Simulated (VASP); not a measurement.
# CoSi2 (fluorite type) (Fm-3m) in VASP: further runs, part 2 of 2

VASP 6.6.1.

## Step 3: Single point, PBE

The input, INCAR:

```
  PREC = Accurate
  ENCUT = 520
  EDIFF = 1E-6
  ISMEAR = -1
  SIGMA = 0.08
  LREAL = False
  LASPH = True
  NELM = 80
  ALGO = Normal
  ISIF = 2
  LWAVE = False
  LCHARG = False
  GGA = PE
  NBANDS = 16
```

The input, KPOINTS:

```
Automatic mesh
0
Gamma
  12 12 12
```

The input, POSCAR:

```
CoSi2
1.0
    0.0000000000      2.3781390136      2.3781390136
    2.3781390136      0.0000000000      2.3781390136
    2.3781390136      2.3781390136      0.0000000000
Co Si
1 2
Direct
    0.0000000000      0.0000000000      0.0000000000
    0.2500000000      0.2500000000      0.2500000000
    0.7500000000      0.7500000000      0.7500000000
```

Potentials or basis: VASP PAW PBE potentials, release 64 (Co, Si).

Launch:

```console
$ cat potpaw_PBE.64/Co/POTCAR potpaw_PBE.64/Si/POTCAR > POTCAR
$ mpirun -np 1 vasp_std > vasp.out
```

OUTCAR:

```text
PREC = Accurate
   ENCUT = 520
   EDIFF = 1E-6
   ISMEAR = -1
   LREAL = False
   LASPH = True
   NELM = 80
   ISIF = 2
   GGA = PE

 ion  position               nearest neighbor table
   1  0.000  0.000  0.000-   3 2.06   3 2.06   2 2.06   2 2.06   3 2.06   2 2.06   3 2.06   2 2.06

   2  0.250  0.250  0.250-   1 2.06   1 2.06   1 2.06   1 2.06   3 2.38   3 2.38   3 2.38   3 2.38
                             3 2.38   3 2.38
   3  0.750  0.750  0.750-   1 2.06   1 2.06   1 2.06   1 2.06   2 2.38   2 2.38   2 2.38   2 2.38
                             2 2.38   2 2.38

  LATTYP: Found a face centered cubic cell.
 ALAT       =     4.7562780272

  Lattice vectors:

 A1 = (   0.0000000000,   2.3781390136,   2.3781390136)
 A2 = (   2.3781390136,   0.0000000000,   2.3781390136)
 A3 = (   2.3781390136,   2.3781390136,   0.0000000000)

Analysis of symmetry for initial positions (statically):
=====================================================================
 Subroutine PRICEL returns:
 Original cell was already a primitive cell.

 Routine SETGRP: Setting up the symmetry group for a
 face centered cubic supercell.

 Subroutine GETGRP returns: Found 48 space group operations
 (whereof 48 operations were pure point group operations)
 out of a pool of 48 trial point group operations.

The static configuration has the point symmetry O_h .

Analysis of symmetry for dynamics (positions and initial velocities):
=====================================================================
 Subroutine PRICEL returns:
 Original cell was already a primitive cell.

 Routine SETGRP: Setting up the symmetry group for a
 face centered cubic supercell.

 Subroutine GETGRP returns: Found 48 space group operations
 (whereof 48 operations were pure point group operations)
 out of a pool of 48 trial point group operations.

The dynamic configuration has the point symmetry O_h .

 Subroutine INISYM returns: Found 48 space group operations
 (whereof 48 operations are pure point group operations),
 and found     1 'primitive' translations

----------------------------------------------------------------------------------------

                                     Primitive cell

  volume of cell :      26.8993

  direct lattice vectors                    reciprocal lattice vectors
     0.000000000  2.378139014  2.378139014    -0.210248433  0.210248433  0.210248433
     2.378139014  0.000000000  2.378139014     0.210248433 -0.210248433  0.210248433
     2.378139014  2.378139014  0.000000000     0.210248433  0.210248433 -0.210248433

  length of vectors
     3.363196446  3.363196446  3.363196446     0.364160967  0.364160967  0.364160967

  position of ions in fractional coordinates (direct lattice)
     0.000000000  0.000000000  0.000000000
     0.250000000  0.250000000  0.250000000
     0.750000000  0.750000000  0.750000000

  ion indices of the primitive-cell ions
   primitive index   ion index
                 1           1
                 2           2
                 3           3

----------------------------------------------------------------------------------------

 KPOINTS: Automatic mesh

Automatic generation of k-mesh.
 Grid dimensions read from file:
 generate k-points for:   12   12   12

 Generating k-lattice:

  Cartesian coordinates                     Fractional coordinates (reciprocal lattice)
    -0.017520703  0.017520703  0.017520703     0.083333333  0.000000000  0.000000000
     0.017520703 -0.017520703  0.017520703     0.000000000  0.083333333  0.000000000
     0.017520703  0.017520703 -0.017520703     0.000000000  0.000000000  0.083333333

  Length of vectors
     0.030346747  0.030346747  0.030346747

  Shift w.r.t. Gamma in fractional coordinates (k-lattice)
     0.000000000  0.000000000  0.000000000

 Subroutine IBZKPT returns following result:
 ===========================================

 Found     72 irreducible k-points:

 Following reciprocal coordinates:
            Coordinates               Weight
  0.000000  0.000000  0.000000      1.000000
  0.083333  0.000000  0.000000      8.000000
  0.166667  0.000000  0.000000      8.000000
  0.250000  0.000000  0.000000      8.000000
  0.333333  0.000000  0.000000      8.000000
  0.416667  0.000000  0.000000      8.000000
[... 16 lines left out ...]
  0.500000  0.166667  0.000000     24.000000
 -0.416667  0.166667  0.000000     24.000000
 [... further k-points ...]
   k-points           NKPTS =     72   k-points in BZ     NKDIM =     72   number of bands    NBANDS=     16
   number of dos      NEDOS =    301   number of ions     NIONS =      3
   total plane-waves  NPLWV =  21952
   dimension x,y,z NGX =    28 NGY =   28 NGZ =   28
   dimension x,y,z NGXF=    56 NGYF=   56 NGZF=   56
   ions per type =               1   2
   NGX,Y,Z   is equivalent  to a cutoff of  13.84, 13.84, 13.84 a.u.
   NGXF,Y,Z  is equivalent  to a cutoff of  27.68, 27.68, 27.68 a.u.
 SYSTEM =  unknown system
   PREC   = accura    normal or accurate (medium, high low for compatibility)
   ISTART =      0    job   : 0-new  1-cont  2-samecut
   ICHARG =      2    charge: 1-file 2-atom 10-const
   ISPIN  =      1    spin polarized calculation?
   LNONCOLLINEAR =      F non collinear calculations
   LSORBIT =      F    spin-orbit coupling
   LASPH  =      T    aspherical Exc in radial PAW
   ENCUT  =  520.0 eV  38.22 Ry    6.18 a.u.   6.25  6.25  6.25*2*pi/ulx,y,z
   NELM   =     80;   NELMIN=  2; NELMDL= -5     # of ELM steps
   EDIFF  = 0.1E-05   stopping-criterion for ELM
   LREAL  =      F    real-space projection
   EDIFFG = 0.1E-04   stopping-criterion for IOM
   NSW    =      0    number of steps for IOM
   IBRION =     -1    ionic relax: 0-MD 1-quasi-New 2-CG
   NFREE  =      0    steps in history (QN), initial steepest desc. (CG)
   ISIF   =      2    stress and relaxation
   ISYM   =      2    0-nonsym 1-usesym 2-fastsym
   POTIM  = 0.5000    time-step for ionic-motion
   TEBEG  =    0.0;   TEEND  =   0.0 temperature during run
   PSTRESS=    0.0 pullay stress
   NELECT =      17.0000    total number of electrons
   NUPDOWN=      -1.0000    fix difference up-down
   EMIN   =  10.00;   EMAX   =-10.00  energy-range for DOS
   EFERMI =   0.00;   METHOD = LEGACY
   ISMEAR =    -1;   SIGMA  =   0.08  broadening in eV -4-tet -1-fermi 0-gaus
   EFERMI_NEDOS =   21; number of points for ismear=-14 and -15
   IALGO  =     38    algorithm
   IMIX   =      4    mixing-type and parameters
     AMIX     =   0.40;   BMIX     =  1.00
     AMIX_MAG =   1.60;   BMIX_MAG =  1.00
  volume/ion in A,a.u.               =       8.97        60.51
  Fermi-wavevector in a.u.,A,eV,Ry     =   1.404895  2.654867 26.854231  1.973730
  Thomas-Fermi vector in A             =   2.527411
   LORBIT       =      0    0 simple, 1 ext, 2 COOP (PROOUT), +10 PAW based schemes
   GGA     = PE    functional components
   LHFCALC =     F    Hartree Fock is set to
   AEXX    =    0.0000 exact exchange contribution
   IVDW    =     0    specifies the selected vdW correction
   LEPSILON=     F    determine dielectric tensor
   LRPA    =     F    only Hartree local field effects (RPA)
 non-spin polarized calculation
  energy-cutoff  :      520.00
  volume of cell :       26.90
 maximum number of plane-waves:       745
 NGX is ok and might be reduce to    28
   NGX = 13   NGY = 13   NGZ = 13

 number of electron      17.0000001 magnetization

 Free energy of the ion-electron system (eV)
  ---------------------------------------------------
  ext. energy  EPLUGINS =         0.00000000
  ---------------------------------------------------
  free energy    TOTEN  =       -15.61047496 eV

  energy without entropy =      -15.59611494  energy(sigma->0) =      -15.60329495

 E-fermi :  15.7157     XC(G=0): -13.4790

 val. band max:       15.5890615237   @ k =   0.2500   0.2500   0.0000
 cond. band min:      15.7578092038   @ k =   0.4167   0.2500   0.0833
 fundamental gap:      0.1687476801
 Fermi energy:        15.7156652862

 k-point     1 :       0.0000    0.0000    0.0000
  band No.  band energies     occupation
      1      -0.4816      2.00000
      2       9.7147      2.00000
      3       9.7147      2.00000
      4       9.7147      2.00000
      5      12.2295      2.00000
      6      12.2295      2.00000
[... 433 lines left out ...]
      3       9.3030      2.00000
      4      10.4351      2.00000
      5      11.7173      2.00000
      6      12.3081      2.00000
[... 8 lines left out ...]
     15      26.5929      0.00000
     16      28.1209      0.00000

 [... further k-points ...]

------------------------ aborting loop because EDIFF is reached ----------------------------------------

  FORCE on cell =-STRESS in cart. coord.  units (eV):
  Direction    XX          YY          ZZ          XY          YZ          ZX
  --------------------------------------------------------------------------------------
  -------------------------------------------------------------------------------------
  Total       23.5959952     23.5959952     23.5959952     -0.0000000      0.0000000     -0.0000000
  in kB     1405.4233760   1405.4233760   1405.4233760     -0.0000000      0.0000000     -0.0000000
  external PRESSURE =    1405.4233760 kB  Pullay stress =       0.0000000 kB

 VOLUME and BASIS-vectors are now :
 -----------------------------------------------------------------------------
  energy-cutoff  :      520.00
  volume of cell :       26.90
      direct lattice vectors                 reciprocal lattice vectors
     0.000000000  2.378139014  2.378139014    -0.210248433  0.210248433  0.210248433
     2.378139014  0.000000000  2.378139014     0.210248433 -0.210248433  0.210248433
     2.378139014  2.378139014  0.000000000     0.210248433  0.210248433 -0.210248433

 POSITION                                       TOTAL-FORCE (eV/Angst)
 -----------------------------------------------------------------------------------
      0.00000      0.00000      0.00000         0.000000      0.000000      0.000000
      1.18907      1.18907      1.18907        -0.000000     -0.000000     -0.000000
      3.56721      3.56721      3.56721         0.000000      0.000000      0.000000
 -----------------------------------------------------------------------------------
    total drift:                               -0.000000     -0.000000      0.000000

  FREE ENERGIE OF THE ION-ELECTRON SYSTEM (eV)
  ---------------------------------------------------
  free  energy   TOTEN  =       -15.6104749552 eV

  energy  without entropy=      -15.5961149417  energy(sigma->0) =      -15.60329495
```

OSZICAR:

```text
N       E                     dE             d eps       ncg     rms          rms(c)
DAV:   1     0.720479352385E+02    0.72048E+02   -0.69619E+03  2328   0.111E+03
DAV:   2    -0.135826762026E+02   -0.85631E+02   -0.77568E+02  2632   0.227E+02
DAV:   3    -0.168866364878E+02   -0.33040E+01   -0.32663E+01  2936   0.486E+01
DAV:   4    -0.169353217855E+02   -0.48685E-01   -0.48663E-01  2832   0.570E+00
DAV:   5    -0.169366428082E+02   -0.13210E-02   -0.13209E-02  2984   0.939E-01    0.216E+01
DAV:   6    -0.173659797046E+02   -0.42934E+00   -0.11244E+01  2744   0.771E+01    0.980E+00
DAV:   7    -0.158302061547E+02    0.15358E+01   -0.62692E+00  2928   0.635E+01    0.842E+00
DAV:   8    -0.156117941898E+02    0.21841E+00   -0.33468E-01  2928   0.112E+01    0.645E-01
DAV:   9    -0.156102358943E+02    0.15583E-02   -0.21881E-02  3680   0.201E+00    0.353E-01
DAV:  10    -0.156104653910E+02   -0.22950E-03   -0.75342E-04  2808   0.256E-01    0.772E-02
DAV:  11    -0.156104765713E+02   -0.11180E-04   -0.49285E-05  3160   0.138E-01    0.250E-02
DAV:  12    -0.156104751107E+02    0.14606E-05   -0.76955E-06  2888   0.521E-02    0.635E-03
DAV:  13    -0.156104749552E+02    0.15549E-06   -0.55232E-07  1648   0.163E-02
   1 F= -.15610475E+02 E0= -.15603295E+02  d E =-.143600E-01
```

Run time: 17 s. Hardware: 1 thread of Intel Xeon 6975P-C (Granite Rapids), shared host; peak memory 0.17 GiB.

Results:

- Free energy: -15.6105 eV
- Pressure: 140.5 GPa

Levels at points of the mesh, in eV from the Fermi level:
```
           k point  band 7  band 8  band 9  band 10  band 11  band 12
(0.00, 0.00, 0.00)    3.36    3.36    3.36     5.05     5.10     5.10
(0.50, 0.00, 0.00)   -2.91   -0.58   -0.58     3.78     4.61     4.61
(0.50, 0.50, 0.00)   -3.22   -3.11   -2.41     3.10     3.40     8.80
```

Spin polarisation is off, so any magnetic state and its effect on volume and gap are missing.

## Step 4: Single point, PBE

This run uses another cell than the first one, of 12.83 Å³/atom, 1.431 times its volume.

The input, INCAR:

```
  PREC = Accurate
  ENCUT = 520
  EDIFF = 1E-6
  ISMEAR = -1
  SIGMA = 0.08
  LREAL = F
  LASPH = T
  NELM = 80
  ALGO = Normal
  ISIF = 2
  LWAVE = F
  LCHARG = F
  GGA = PE
  NBANDS = 16
```

The input, KPOINTS:

```
regular mesh
0
Gamma
  11 11 11
```

The input, POSCAR:

```
CoSi2
1.0
    0.0000000000      2.6797483707      2.6797483707
    2.6797483707      0.0000000000      2.6797483707
    2.6797483707      2.6797483707      0.0000000000
Co Si
1 2
Direct
    0.0000000000      0.0000000000      0.0000000000
    0.2500000000      0.2500000000      0.2500000000
    0.7500000000      0.7500000000      0.7500000000
```

Launch:

```console
$ cat potpaw_PBE.64/Co/POTCAR potpaw_PBE.64/Si/POTCAR > POTCAR
$ mpirun -np 1 vasp_std > vasp.out
```

Wall time 14 s (1 thread of Intel Xeon 6975P-C (Granite Rapids), shared host); peak memory 0.17 GiB.

Results (log left out):

- Free energy: -19.3067 eV
- Pressure: -0.2 GPa

Levels at points of the mesh, in eV from the Fermi level:
```tsv
k point	band 7	band 8	band 9	band 10	band 11	band 12
(0.00, 0.00, 0.00)	0.74	3.40	3.40	3.40	3.45	3.45
```

Spin polarisation is off, so any magnetic state and its effect on volume and gap are missing.

## Step 5: Relaxation of cell and atoms, PBE, target pressure 140 GPa, at which the enthalpy is minimised

The input, INCAR:

```
PREC = Accurate ; ENCUT = 600
EDIFF = 1E-7 ; ISMEAR = -1
SIGMA = 0.08 ; LREAL = False
LASPH = True ; NELM = 100
ALGO = Normal ; ISIF = 3
LWAVE = False ; LCHARG = False
GGA = PE ; IBRION = 2
NSW = 60 ; EDIFFG = -0.005
PSTRESS = 1400.0
```

The input, KPOINTS:

```
regular mesh
0
Gamma
  12 12 12
```

The input, POSCAR:

```
CoSi2
1.0
    0.0000000000      2.3793593020      2.3793593020
    2.3793593020      0.0000000000      2.3793593020
    2.3793593020      2.3793593020      0.0000000000
Co Si
1 2
Direct
    0.0000000000      0.0000000000      0.0000000000
    0.2500000000      0.2500000000      0.2500000000
    0.7500000000      0.7500000000      0.7500000000
```

Launch:

```console
$ cat potpaw_PBE.64/Co/POTCAR potpaw_PBE.64/Si/POTCAR > POTCAR
$ mpirun -np 1 vasp_std > vasp.out
```

Run time: 30 s. Hardware: 1 thread of Intel Xeon 6975P-C (Granite Rapids), shared host; peak memory 0.18 GiB.

Results (log left out):

```yaml
Free_energy: -15.6266 eV
Relaxed_volume: 8.97 Å³/atom
Relaxed_cell: a = 3.364 Å, b = 3.364 Å, c = 3.364 Å, α = 60.00°, β = 60.00°, γ = 60.00°
Space_group_after_relaxing_to_0.05_Å: Fm-3m (No. 225)
Energy_change_on_relaxing_the_enthalpy_is_what_falls: +6.8 meV/atom
Ionic_steps: 3
Pressure_after_relaxing: 140.0 GPa
```

Step by step:
```
step  energy change (eV)  largest force (eV/Å)  pressure (GPa)  volume (Å³)
   1              0.0000                0.0000          139.44        26.94
   2              0.1085                0.0000          142.62        26.82
   3              0.0204                0.0000          140.01        26.92
```

Final structure:
```
Co Si
1.0
     0.00000    2.37867    2.37867
     2.37867    0.00000    2.37867
     2.37867    2.37867    0.00000
Co Si
1 2
Direct
  0.00000 0.00000 0.00000
  0.25000 0.25000 0.25000
  0.75000 0.75000 0.75000
```

Levels at points of the mesh, in eV from the Fermi level:
```
           k point  band 7  band 8  band 9  band 10  band 11  band 12
(0.00, 0.00, 0.00)    3.36    3.36    3.36     5.04     5.10     5.10
(0.50, 0.00, 0.00)   -2.91   -0.58   -0.58     3.77     4.61     4.61
(0.50, 0.50, 0.00)   -3.22   -3.11   -2.40     3.10     3.39     8.80
```

Caveat: the cell is relaxed towards a set pressure, so the enthalpy falls and the energy may rise.

## Step 6: The runs side by side

| task | cell | k mesh | cutoff (eV) | gap on the mesh (eV) | pressure (GPa) |
| --- | --- | --- | --- | --- | --- |
| single point | a = 3.363 Å, angles 60.0°, 3 atoms | 12 × 12 × 12 | 520 | none | 140.5 |
| single point | a = 3.790 Å, angles 60.0°, 3 atoms | 11 × 11 × 11 | 520 | none | -0.2 |
| relaxation of cell and atoms | relaxed to 140 GPa from a = 3.365 Å, angles 60.0°, 3 atoms | 12 × 12 × 12 | 600 | none | 140.0 |

Alike in all rows: level PBE; potentials or basis VASP PAW PBE potentials, release 64 (Co, Si); no spin polarisation; smearing fermi-dirac 0.08 eV.

Caveats: the cell is relaxed towards a set pressure, so the enthalpy falls and the energy may rise (some runs).

Total energies depend on the potentials used, so only differences within one code and one set of settings carry meaning.
